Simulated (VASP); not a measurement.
# F (P-1) in VASP: further runs

The runs below take F through single point, with PBE+D3(BJ).

Everything below comes from runs of VASP 6.6.1. Logs are shortened: lines on timing, memory, paths and dates and some standing lists are left out, and cuts for length are marked.

## (1) The cell of the first run

The typed cell holds 8 atoms: a = 3.353 Å, b = 5.991 Å, c = 6.357 Å, α = 92.94°, β = 93.46°, γ = 90.87°.

## (2) Single point, PBE+D3(BJ) (15.91 Å³/atom)

Input file INCAR:

```
ALGO = Normal
EDIFF = 1E-7
ENCUT = 520
GGA = PE
ISIF = 2
ISMEAR = 0
IVDW = 12
LASPH = T
LCHARG = F
LREAL = F
LWAVE = F
NBANDS = 38
NELM = 100
PREC = Accurate
SIGMA = 0.02
```

Input file KPOINTS:

```
k-points
0
Gamma
  6 4 4
```

Input file POSCAR:

```
F
1.0
    3.3525571600      0.0441950379     -0.0579927301
   -0.1710742319      5.9885362866     -0.0767298359
   -0.2701784856     -0.2524095714      6.3464259726
F
8
Direct
    0.4011669467      0.1647800448      0.3542078802
    0.9493712615      0.7660774190      0.2667344243
    0.9015909472      0.2530965857      0.9372368139
    0.4224566828      0.6310338158      0.6992263296
    0.5775433172      0.3689661842      0.3007736704
    0.0984090528      0.7469034143      0.0627631861
    0.0506287385      0.2339225810      0.7332655757
    0.5988330533      0.8352199552      0.6457921198
```

Potentials or basis: VASP PAW PBE potentials, release 64 (F).

Launch:

```console
$ cat potpaw_PBE.64/F/POTCAR > POTCAR
$ mpirun -np 1 vasp_std > vasp.out
```

OUTCAR:

```text
EDIFF = 1E-7
   ENCUT = 520
   GGA = PE
   ISIF = 2
   ISMEAR = 0
   IVDW = 12
   LASPH = T
   LREAL = F
   NELM = 100
   PREC = Accurate
 IVDW          = 12

 ion  position               nearest neighbor table
   1  0.401  0.165  0.354-   5 1.42
   2  0.949  0.766  0.267-   6 1.42
   3  0.902  0.253  0.937-   7 1.42
   4  0.422  0.631  0.699-   8 1.42
   5  0.578  0.369  0.301-   1 1.42
   6  0.098  0.747  0.063-   2 1.42
   7  0.051  0.234  0.733-   3 1.42
   8  0.599  0.835  0.646-   4 1.42

  LATTYP: Found a triclinic cell.
 ALAT       =     3.3533499473
 B/A-ratio  =     2.7019673595
 C/A-ratio  =     1.8957720912
 COS(alpha) =     0.0107235351
 COS(beta)  =     0.0602776180
 COS(gamma) =     0.7502207359

  Lattice vectors:

 A1 = (   3.3525571600,   0.0441950379,  -0.0579927301)
 A2 = (   6.8761885519,  -5.9001462108,  -0.0392556243)
 A3 = (   0.2701784856,   0.2524095714,  -6.3464259726)

Analysis of symmetry for initial positions (statically):
=====================================================================
 Subroutine PRICEL returns:
 Original cell was already a primitive cell.

 Routine SETGRP: Setting up the symmetry group for a
 triclinic supercell.

 Subroutine GETGRP returns: Found  2 space group operations
 (whereof  2 operations were pure point group operations)
 out of a pool of  2 trial point group operations.

The static configuration has the point symmetry S_2 .

Analysis of symmetry for dynamics (positions and initial velocities):
=====================================================================
 Subroutine PRICEL returns:
 Original cell was already a primitive cell.

 Routine SETGRP: Setting up the symmetry group for a
 triclinic supercell.

 Subroutine GETGRP returns: Found  2 space group operations
 (whereof  2 operations were pure point group operations)
 out of a pool of  2 trial point group operations.

The dynamic configuration has the point symmetry S_2 .

 Subroutine INISYM returns: Found  2 space group operations
 (whereof  2 operations are pure point group operations),
 and found     1 'primitive' translations

----------------------------------------------------------------------------------------

                                     Primitive cell

  volume of cell :     127.3043

  direct lattice vectors                    reciprocal lattice vectors
     3.352557160  0.044195038 -0.057992730     0.298390920  0.008691309  0.013048695
    -0.171074232  5.988536287 -0.076729836    -0.002088246  0.167010025  0.006553410
    -0.270178486 -0.252409571  6.346425973     0.002701406  0.002098612  0.157767470

  length of vectors
     3.353349947  5.991470664  6.357187242     0.298802525  0.167151597  0.157804551

  position of ions in fractional coordinates (direct lattice)
     0.401166947  0.164780045  0.354207880
     0.949371261  0.766077419  0.266734424
     0.901590947  0.253096586  0.937236814
     0.422456683  0.631033816  0.699226330
     0.577543317  0.368966184  0.300773670
     0.098409053  0.746903414  0.062763186
     0.050628739  0.233922581  0.733265576
     0.598833053  0.835219955  0.645792120

  ion indices of the primitive-cell ions
   primitive index   ion index
                 1           1
                 2           2
                 3           3
                 4           4
                 5           5
                 6           6
                 7           7
                 8           8

----------------------------------------------------------------------------------------

 KPOINTS: k-points

Automatic generation of k-mesh.
 Grid dimensions read from file:
 generate k-points for:    6    4    4

 Generating k-lattice:

  Cartesian coordinates                     Fractional coordinates (reciprocal lattice)
     0.049731820  0.001448552  0.002174782     0.166666667  0.000000000  0.000000000
    -0.000522062  0.041752506  0.001638352     0.000000000  0.250000000  0.000000000
     0.000675352  0.000524653  0.039441868    -0.000000000  0.000000000  0.250000000

  Length of vectors
     0.049800421  0.041787899  0.039451138

  Shift w.r.t. Gamma in fractional coordinates (k-lattice)
     0.000000000  0.000000000  0.000000000

 Subroutine IBZKPT returns following result:
 ===========================================

 Found     52 irreducible k-points:

 Following reciprocal coordinates:
            Coordinates               Weight
  0.000000  0.000000  0.000000      1.000000
  0.166667 -0.000000  0.000000      2.000000
  0.333333 -0.000000  0.000000      2.000000
  0.500000 -0.000000 -0.000000      1.000000
 -0.000000  0.250000 -0.000000      2.000000
  0.166667  0.250000  0.000000      2.000000
[... 16 lines left out ...]
  0.333333  0.250000  0.250000      2.000000
  0.500000  0.250000  0.250000      2.000000
 [... further k-points ...]
   k-points           NKPTS =     52   k-points in BZ     NKDIM =     52   number of bands    NBANDS=     38
   number of dos      NEDOS =    301   number of ions     NIONS =      8
   total plane-waves  NPLWV =  64512
   dimension x,y,z NGX =    28 NGY =   48 NGZ =   48
   dimension x,y,z NGXF=    56 NGYF=   96 NGZF=   96
   ions per type =               8
   NGX,Y,Z   is equivalent  to a cutoff of  13.88, 13.32, 12.55 a.u.
   NGXF,Y,Z  is equivalent  to a cutoff of  27.76, 26.64, 25.10 a.u.
 SYSTEM =  unknown system
   PREC   = accura    normal or accurate (medium, high low for compatibility)
   ISTART =      0    job   : 0-new  1-cont  2-samecut
   ICHARG =      2    charge: 1-file 2-atom 10-const
   ISPIN  =      1    spin polarized calculation?
   LNONCOLLINEAR =      F non collinear calculations
   LSORBIT =      F    spin-orbit coupling
   LASPH  =      T    aspherical Exc in radial PAW
   ENCUT  =  520.0 eV  38.22 Ry    6.18 a.u.   6.24 11.14 11.82*2*pi/ulx,y,z
   NELM   =    100;   NELMIN=  2; NELMDL= -5     # of ELM steps
   EDIFF  = 0.1E-06   stopping-criterion for ELM
   LREAL  =      F    real-space projection
   EDIFFG = 0.1E-05   stopping-criterion for IOM
   NSW    =      0    number of steps for IOM
   IBRION =     -1    ionic relax: 0-MD 1-quasi-New 2-CG
   NFREE  =      0    steps in history (QN), initial steepest desc. (CG)
   ISIF   =      2    stress and relaxation
   ISYM   =      2    0-nonsym 1-usesym 2-fastsym
   POTIM  = 0.5000    time-step for ionic-motion
   TEBEG  =    0.0;   TEEND  =   0.0 temperature during run
   PSTRESS=    0.0 pullay stress
   NELECT =      56.0000    total number of electrons
   NUPDOWN=      -1.0000    fix difference up-down
   EMIN   =  10.00;   EMAX   =-10.00  energy-range for DOS
   EFERMI =   0.00;   METHOD = LEGACY
   ISMEAR =     0;   SIGMA  =   0.02  broadening in eV -4-tet -1-fermi 0-gaus
   EFERMI_NEDOS =   21; number of points for ismear=-14 and -15
   IALGO  =     38    algorithm
   IMIX   =      4    mixing-type and parameters
     AMIX     =   0.40;   BMIX     =  1.00
     AMIX_MAG =   1.60;   BMIX_MAG =  1.00
  volume/ion in A,a.u.               =      15.91       107.39
  Fermi-wavevector in a.u.,A,eV,Ry     =   1.245059  2.352820 21.091363  1.550171
  Thomas-Fermi vector in A             =   2.379298
   LORBIT       =      0    0 simple, 1 ext, 2 COOP (PROOUT), +10 PAW based schemes
   GGA     = PE    functional components
   LHFCALC =     F    Hartree Fock is set to
   AEXX    =    0.0000 exact exchange contribution
   IVDW    =    12    specifies the selected vdW correction
   LEPSILON=     F    determine dielectric tensor
   LRPA    =     F    only Hartree local field effects (RPA)
 non-spin polarized calculation
 Gauss-broadening in eV      SIGMA  =   0.02
  energy-cutoff  :      520.00
  volume of cell :      127.30
 maximum number of plane-waves:      3446
 NGX is ok and might be reduce to    28
   NGX = 13   NGY = 23   NGZ = 23

 number of electron      55.9999986 magnetization

 Free energy of the ion-electron system (eV)
  ---------------------------------------------------
  ext. energy  EPLUGINS =         0.00000000
  ---------------------------------------------------
  free energy    TOTEN  =       -14.55435089 eV

  energy without entropy =      -14.55435089  energy(sigma->0) =      -14.55435089

 E-fermi :  -5.0881     XC(G=0):  -7.6290

 val. band max:       -5.1781790758   @ k =   0.5000   0.0000   0.5000
 cond. band min:      -2.1680418163   @ k =  -0.0000   0.5000  -0.0000
 fundamental gap:      3.0101372595
 Fermi energy:        -5.0881413597

 k-point     1 :       0.0000    0.0000    0.0000
  band No.  band energies     occupation
      1     -30.0735      2.00000
      2     -29.9777      2.00000
      3     -29.8965      2.00000
      4     -29.8659      2.00000
      5     -23.7832      2.00000
      6     -23.7261      2.00000
[... 30 lines left out ...]
     37       8.2117      0.00000
     38       9.9323      0.00000

 k-point     2 :       0.1667   -0.0000    0.0000
  band No.  band energies     occupation
      1     -30.0516      2.00000
      2     -29.9666      2.00000
      3     -29.8857      2.00000
      4     -29.8653      2.00000
      5     -23.7854      2.00000
      6     -23.7144      2.00000
[... 30 lines left out ...]
     37       8.6305      0.00000
     38      10.1299      0.00000

 k-point     3 :       0.3333   -0.0000    0.0000
  band No.  band energies     occupation
      1     -30.0025      2.00000
      2     -29.9445      2.00000
      3     -29.8698      2.00000
      4     -29.8638      2.00000
      5     -23.7833      2.00000
      6     -23.7025      2.00000
[... 30 lines left out ...]
     37       9.6247      0.00000
[... 781 lines left out ...]
 k-point    23 :       0.3333    0.2500    0.2500
  band No.  band energies     occupation
      1     -29.9861      2.00000
      2     -29.9555      2.00000
      3     -29.8765      2.00000
      4     -29.8627      2.00000
      5     -23.8148      2.00000
      6     -23.7136      2.00000
[... 30 lines left out ...]
     37       9.7099      0.00000
     38      10.7499      0.00000

 k-point    24 :       0.5000    0.2500    0.2500
  band No.  band energies     occupation
      1     -29.9667      2.00000
      2     -29.9447      2.00000
      3     -29.8717      2.00000
      4     -29.8527      2.00000
      5     -23.7952      2.00000
      6     -23.7074      2.00000
[... 30 lines left out ...]
     37       9.3854      0.00000
     38       9.9531      0.00000

 [... further k-points ...]

------------------------ aborting loop because EDIFF is reached ----------------------------------------

 Edisp (eV)   -0.23572

 E8    (eV) :    -0.0515

  FORCE on cell =-STRESS in cart. coord.  units (eV):
  Direction    XX          YY          ZZ          XY          YZ          ZX
  --------------------------------------------------------------------------------------
  -------------------------------------------------------------------------------------
  Total       0.38594     0.84764     0.97332     0.33917    -0.19990    -0.45037
  in kB       4.85724    10.66786    12.24970     4.26861    -2.51577    -5.66806
  external pressure =        9.26 kB  Pullay stress =        0.00 kB

 VOLUME and BASIS-vectors are now :
 -----------------------------------------------------------------------------
  energy-cutoff  :      520.00
  volume of cell :      127.30
      direct lattice vectors                 reciprocal lattice vectors
     3.352557160  0.044195038 -0.057992730     0.298390920  0.008691309  0.013048695
    -0.171074232  5.988536287 -0.076729836    -0.002088246  0.167010025  0.006553410
    -0.270178486 -0.252409571  6.346425973     0.002701406  0.002098612  0.157767470

 POSITION                                       TOTAL-FORCE (eV/Angst)
 -----------------------------------------------------------------------------------
      1.22105      0.91512      2.21205        -0.154144     -0.334444      0.102089
      2.97970      4.56231      1.57897        -0.148975      0.014075      0.343414
      2.72612      1.31896      5.87640        -0.147960      0.015032      0.344287
      1.11944      3.62115      4.36467        -0.157281     -0.335571      0.103719
      1.79186      2.15917      1.84703         0.157281      0.335571     -0.103719
      0.18519      4.46137      0.33531         0.147960     -0.015032     -0.344287
     -0.06839      1.21801      4.63273         0.148975     -0.014075     -0.343414
      1.69026      4.86521      3.99966         0.154144      0.334444     -0.102089
 -----------------------------------------------------------------------------------
    total drift:                                0.000000      0.000000      0.000000

  FREE ENERGIE OF THE ION-ELECTRON SYSTEM (eV)
  ---------------------------------------------------
  free  energy   TOTEN  =       -14.7900746151 eV

  energy  without entropy=      -14.7900746151  energy(sigma->0) =      -14.79007462
```

Wall time 2 min (1 thread of Intel Xeon Platinum 8559C (Emerald Rapids), shared host); peak memory 0.33 GiB.

What came out:

```yaml
Free_energy: -14.7901 eV
Pressure: 0.9 GPa
Largest_force: 0.385 eV/Å
Band_gap_on_the_k_mesh: 3.01 eV
Dispersion_energy_per_atom: -0.029 eV
```

Forces on the atoms (eV/Å):
```
F   -0.154 -0.334  0.102
F   -0.149  0.014  0.343
F   -0.148  0.015  0.344
F   -0.157 -0.336  0.104
F    0.157  0.336 -0.104
F    0.148 -0.015 -0.344
F    0.149 -0.014 -0.343
F    0.154  0.334 -0.102
```

Stress tensor (GPa, compression positive):
```
 0.49  0.43 -0.57
 0.43  1.07 -0.25
-0.57 -0.25  1.22
```

A k mesh can miss the band edges.

(Continued in part 2 of 2.)
